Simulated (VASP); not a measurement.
Crystal: Te.

```xyz
3
Lattice="6.5727 0.0000 0.0000 -3.2863 5.6921 0.0000 0.0000 0.0000 3.0253" Properties=species:S:1:pos:R:3 pbc="T T T"
Te   -1.6432    2.8461    1.5126
Te    3.2863    0.0000    1.5126
Te    1.6432    2.8461    1.5126
```

| Quantity | Value |
| --- | --- |
| Program | VASP 6.6.1 |
| Task | relaxation of cell and atoms |
| Functional | PBE |
| Potentials or basis | VASP PAW PBE potentials, release 64 (Te) |
| Cutoff | 600 eV |
| k mesh | 9 × 9 × 16 |
| Occupations | gaussian, width 0.1 eV |
| Spin | no spin polarisation |

At the start: pressure 0.5 GPa; volume 37.73 Å³/atom.

Q: Where does the relaxation end?

A: Over 9 steps the energy falls by 28.8 meV/atom and the volume is 37.48 Å³/atom (-0.7 %); space group P6/mmm (No. 191, to 0.05 Å).

Step by step:
```
step  energy change (eV)  largest force (eV/Å)  pressure (GPa)  volume (Å³)
   1              0.0000                0.0000            0.49       113.18
   2             -0.0717                0.0000           -0.79       114.97
   3             -0.0740                0.0000           -0.93       115.21
   4             -0.0740                0.0000           -1.16       115.69
   5             -0.0748                0.0000           -1.03       115.40
   6             -0.0848                0.0000            0.35       111.47
   7             -0.0862                0.0000           -0.02       112.45
   8             -0.0862                0.0000           -0.05       112.51
   9             -0.0863                0.0000           -0.02       112.45
```

Final structure:
```xyz
3
Lattice="6.3791 0.0000 0.0000 -3.1895 5.5245 0.0000 0.0000 0.0000 3.1908" Properties=species:S:1:pos:R:3 pbc="T T T"
Te    4.7843    2.7622    1.5954
Te    0.0000    5.5245    1.5954
Te    1.5948    2.7622    1.5954
```
